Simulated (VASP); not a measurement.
# TiB2 (P6/mmm) in VASP: a series of runs, part 2 of 3

VASP 6.6.1. Earlier steps stand in the parts before.

## (3) Single point, r2SCAN

This run uses another cell than the first one, of 8.18 Å³/atom.

The input, POSCAR:

```
TiB2
1.0
    2.9840177568      0.0000000000      0.0000000000
   -1.4920088784      2.5842351828      0.0000000000
    0.0000000000      0.0000000000      3.1807667400
Ti B
1 2
Direct
    0.0000000000      0.0000000000      0.0000000000
    0.3333333333      0.6666666667      0.5000000000
    0.6666666667      0.3333333333      0.5000000000
```

The input, INCAR.step1:

```
SYSTEM = TiB2
PREC     = Accurate       ! precision mode
ENCUT    = 550            ! plane-wave cutoff, eV
ISMEAR   = -1             ! smearing method
SIGMA    = 0.1            ! smearing width, eV
LREAL    = .False.        ! projectors in reciprocal space
LASPH    = .True.         ! aspherical terms in the spheres
NELM     = 120            ! most SCF steps
NBANDS   = 16             ! bands
GGA      = PE             ! functional
ALGO     = Normal         ! electronic algorithm
EDIFF    = 1E-5           ! SCF threshold, eV
LWAVE    = .True.         ! write WAVECAR
LCHARG   = .False.        ! write CHGCAR
GGA_COMPAT= .False.
```

The input, INCAR.step2:

```
SYSTEM = TiB2
PREC     = Accurate       ! precision mode
ENCUT    = 550            ! plane-wave cutoff, eV
EDIFF    = 1E-6           ! SCF threshold, eV
ISMEAR   = -1             ! smearing method
SIGMA    = 0.1            ! smearing width, eV
LREAL    = .False.        ! projectors in reciprocal space
LASPH    = .True.         ! aspherical terms in the spheres
NELM     = 120            ! most SCF steps
ALGO     = Normal         ! electronic algorithm
ISIF     = 2              ! what is computed and relaxed
LWAVE    = .False.        ! write WAVECAR
LCHARG   = .False.        ! write CHGCAR
METAGGA  = R2SCAN         ! meta-GGA
LMIXTAU  = .True.       
NBANDS   = 16             ! bands
ISTART   = 1            
GGA_COMPAT= .False.
```

The input, KPOINTS:

```
regular mesh
0
Gamma
  13 13 10
  0 0 0
```

Potentials or basis: VASP PAW PBE potentials, release 64 (Ti_sv, B).

Launch:

```
$ cat potpaw_PBE.64/Ti_sv/POTCAR potpaw_PBE.64/B/POTCAR > POTCAR
$ cp INCAR.step1 INCAR
$ mpirun -np 1 vasp_std > vasp.out
$ cp INCAR.step2 INCAR
$ mpirun -np 1 vasp_std > vasp.out
```

OUTCAR:

```text
SYSTEM = TiB2
   PREC = Accurate
   ENCUT = 550
   EDIFF = 1E-6
   ISMEAR = -1
   LREAL = .False.
   LASPH = .True.
   NELM = 120
   ISIF = 2
   METAGGA = R2SCAN
   ISTART = 1

 ion  position               nearest neighbor table
   1  0.000  0.000  0.000-   2 2.34   3 2.34   2 2.34   3 2.34   3 2.34   3 2.34   2 2.34   2 2.34
                             3 2.34   3 2.34   2 2.34   2 2.34
   2  0.333  0.667  0.500-   3 1.72   3 1.72   3 1.72   1 2.34   1 2.34   1 2.34   1 2.34   1 2.34
                             1 2.34
   3  0.667  0.333  0.500-   2 1.72   2 1.72   2 1.72   1 2.34   1 2.34   1 2.34   1 2.34   1 2.34
                             1 2.34

  LATTYP: Found a hexagonal cell.
 ALAT       =     2.9840177568
 C/A-ratio  =     1.0659342535

  Lattice vectors:

 A1 = (   2.9840177568,   0.0000000000,   0.0000000000)
 A2 = (  -1.4920088784,   2.5842351828,   0.0000000000)
 A3 = (   0.0000000000,   0.0000000000,   3.1807667400)

Analysis of symmetry for initial positions (statically):
=====================================================================
 Subroutine PRICEL returns:
 Original cell was already a primitive cell.

 Routine SETGRP: Setting up the symmetry group for a
 hexagonal supercell.

 Subroutine GETGRP returns: Found 24 space group operations
 (whereof 24 operations were pure point group operations)
 out of a pool of 24 trial point group operations.

The static configuration has the point symmetry D_6h.

Analysis of symmetry for dynamics (positions and initial velocities):
=====================================================================
 Subroutine PRICEL returns:
 Original cell was already a primitive cell.

 Routine SETGRP: Setting up the symmetry group for a
 hexagonal supercell.

 Subroutine GETGRP returns: Found 24 space group operations
 (whereof 24 operations were pure point group operations)
 out of a pool of 24 trial point group operations.

The dynamic configuration has the point symmetry D_6h.

 Subroutine INISYM returns: Found 24 space group operations
 (whereof 24 operations are pure point group operations),
 and found     1 'primitive' translations

----------------------------------------------------------------------------------------

                                     Primitive cell

  volume of cell :      24.5282

  direct lattice vectors                    reciprocal lattice vectors
     2.984017757  0.000000000  0.000000000     0.335118649  0.193480842  0.000000000
    -1.492008878  2.584235183  0.000000000     0.000000000  0.386961685  0.000000000
     0.000000000  0.000000000  3.180766740     0.000000000  0.000000000  0.314389605

  length of vectors
     2.984017757  2.984017757  3.180766740     0.386961685  0.386961685  0.314389605

  position of ions in fractional coordinates (direct lattice)
     0.000000000  0.000000000  0.000000000
     0.333333333  0.666666667  0.500000000
     0.666666667  0.333333333  0.500000000

  ion indices of the primitive-cell ions
   primitive index   ion index
                 1           1
                 2           2
                 3           3

[... 23 lines left out ...]

 Found    126 irreducible k-points:

 Following reciprocal coordinates:
            Coordinates               Weight
  0.000000  0.000000  0.000000      1.000000
  0.076923  0.000000  0.000000      6.000000
  0.153846  0.000000  0.000000      6.000000
  0.230769 -0.000000  0.000000      6.000000
  0.307692  0.000000  0.000000      6.000000
  0.384615  0.000000  0.000000      6.000000
[... 16 lines left out ...]
  0.076923  0.000000  0.100000     12.000000
  0.153846  0.000000  0.100000     12.000000
 [... further k-points ...]
   k-points           NKPTS =    126   k-points in BZ     NKDIM =    126   number of bands    NBANDS=     16
   number of dos      NEDOS =    301   number of ions     NIONS =      3
   total plane-waves  NPLWV =  13824
   dimension x,y,z NGX =    24 NGY =   24 NGZ =   24
   dimension x,y,z NGXF=    48 NGYF=   48 NGZF=   48
   ions per type =               1   2
   NGX,Y,Z   is equivalent  to a cutoff of  13.37, 13.37, 12.54 a.u.
   NGXF,Y,Z  is equivalent  to a cutoff of  26.74, 26.74, 25.09 a.u.
 SYSTEM =  TiB2
   PREC   = accura    normal or accurate (medium, high low for compatibility)
   ISTART =      1    job   : 0-new  1-cont  2-samecut
   ICHARG =      0    charge: 1-file 2-atom 10-const
   ISPIN  =      1    spin polarized calculation?
   LNONCOLLINEAR =      F non collinear calculations
   LSORBIT =      F    spin-orbit coupling
   LASPH  =      T    aspherical Exc in radial PAW
   ENCUT  =  550.0 eV  40.42 Ry    6.36 a.u.   5.71  5.71  6.08*2*pi/ulx,y,z
   NELM   =    120;   NELMIN=  2; NELMDL=  0     # of ELM steps
   EDIFF  = 0.1E-05   stopping-criterion for ELM
   LREAL  =      F    real-space projection
   EDIFFG = 0.1E-04   stopping-criterion for IOM
   NSW    =      0    number of steps for IOM
   IBRION =     -1    ionic relax: 0-MD 1-quasi-New 2-CG
   NFREE  =      0    steps in history (QN), initial steepest desc. (CG)
   ISIF   =      2    stress and relaxation
   ISYM   =      2    0-nonsym 1-usesym 2-fastsym
   POTIM  = 0.5000    time-step for ionic-motion
   TEBEG  =    0.0;   TEEND  =   0.0 temperature during run
   PSTRESS=    0.0 pullay stress
   NELECT =      18.0000    total number of electrons
   NUPDOWN=      -1.0000    fix difference up-down
   EMIN   =  10.00;   EMAX   =-10.00  energy-range for DOS
   EFERMI =   0.00;   METHOD = LEGACY
   ISMEAR =    -1;   SIGMA  =   0.10  broadening in eV -4-tet -1-fermi 0-gaus
   EFERMI_NEDOS =   21; number of points for ismear=-14 and -15
   IALGO  =     38    algorithm
   IMIX   =      4    mixing-type and parameters
     AMIX     =   0.40;   BMIX     =  1.00
     AMIX_MAG =   1.60;   BMIX_MAG =  1.00
  volume/ion in A,a.u.               =       8.18        55.17
  Fermi-wavevector in a.u.,A,eV,Ry     =   1.476649  2.790462 29.667394  2.180492
  Thomas-Fermi vector in A             =   2.591150
   LORBIT       =      0    0 simple, 1 ext, 2 COOP (PROOUT), +10 PAW based schemes
   METAGGA = R2SCAN    functional components
   LHFCALC =     F    Hartree Fock is set to
   AEXX    =    0.0000 exact exchange contribution
   IVDW    =     0    specifies the selected vdW correction
   LEPSILON=     F    determine dielectric tensor
   LRPA    =     F    only Hartree local field effects (RPA)
 non-spin polarized calculation
  energy-cutoff  :      550.00
  volume of cell :       24.53
 maximum number of plane-waves:       731
 NGX is ok and might be reduce to    24
   NGX = 11   NGY = 11   NGZ = 13

 number of electron      17.9999999 magnetization

 Free energy of the ion-electron system (eV)
  ---------------------------------------------------
  ext. energy  EPLUGINS =         0.00000000
  ---------------------------------------------------
  free energy    TOTEN  =       -30.93756376 eV

  energy without entropy =      -30.92637202  energy(sigma->0) =      -30.93196789

 E-fermi :  10.6620     XC(G=0): -13.9905

 val. band max:       10.6231499017   @ k =   0.2308   0.2308   0.0000
 cond. band min:      10.6910651727   @ k =   0.0769   0.0000   0.4000
 fundamental gap:      0.0679152709
 Fermi energy:        10.6619847198

 k-point     1 :       0.0000    0.0000    0.0000
  band No.  band energies     occupation
      1     -48.6325      2.00000
      2     -23.9596      2.00000
      3     -23.5973      2.00000
      4     -23.5973      2.00000
      5      -4.1001      2.00000
      6       7.7707      2.00000
[... 433 lines left out ...]
      3     -23.7054      2.00000
      4     -23.6198      2.00000
      5      -3.4748      2.00000
      6       6.4985      2.00000
[... 8 lines left out ...]
     15      19.1258      0.00000
     16      19.3362      0.00000

 [... further k-points ...]

------------------------ aborting loop because EDIFF is reached ----------------------------------------

  FORCE on cell =-STRESS in cart. coord.  units (eV):
  Direction    XX          YY          ZZ          XY          YZ          ZX
  --------------------------------------------------------------------------------------
  -------------------------------------------------------------------------------------
  Total        2.0306436      2.0306436      1.6472051      0.0000000     -0.0000000      0.0000000
  in kB      132.6413773    132.6413773    107.5952226      0.0000000     -0.0000000      0.0000000
  external PRESSURE =     124.2926591 kB  Pullay stress =       0.0000000 kB

 VOLUME and BASIS-vectors are now :
 -----------------------------------------------------------------------------
  energy-cutoff  :      550.00
  volume of cell :       24.53
      direct lattice vectors                 reciprocal lattice vectors
     2.984017757  0.000000000  0.000000000     0.335118649  0.193480842  0.000000000
    -1.492008878  2.584235183  0.000000000     0.000000000  0.386961685  0.000000000
     0.000000000  0.000000000  3.180766740     0.000000000  0.000000000  0.314389605

 POSITION                                       TOTAL-FORCE (eV/Angst)
 -----------------------------------------------------------------------------------
      0.00000      0.00000      0.00000         0.000000      0.000000     -0.000000
     -0.00000      1.72282      1.59038         0.000000      0.000000      0.000000
      1.49201      0.86141      1.59038        -0.000000      0.000000     -0.000000
 -----------------------------------------------------------------------------------
    total drift:                               -0.000000      0.000000     -0.000000

  FREE ENERGIE OF THE ION-ELECTRON SYSTEM (eV)
  ---------------------------------------------------
  free  energy   TOTEN  =       -30.9375637558 eV

  energy  without entropy=      -30.9263720231  energy(sigma->0) =      -30.93196789
```

It took 5 min on 1 thread of AMD EPYC 7R13, shared host; peak memory 0.16 GiB.

What came out:

```
Free energy            : -30.9376 eV
Pressure               : 12.4 GPa
Band gap on the k mesh : zero (bands 9 and 10 overlap by 0.58 eV)
```

Levels at points of the mesh, in eV from the Fermi level:
| k point | band 7 | band 8 | band 9 | band 10 | band 11 | band 12 |
| --- | --- | --- | --- | --- | --- | --- |
| (0.00, 0.00, 0.00) | -2.89 | -2.64 | -2.32 | 2.11 | 2.11 | 4.06 |
| (0.00, 0.00, 0.50) | -0.65 | -0.65 | -0.24 | -0.24 | 0.48 | 0.48 |

Caveat: the cell stands under pressure; the PAW data sets were made with another functional, which shifts forces and pressure a little.

(Part 2 of 3 ends here.)
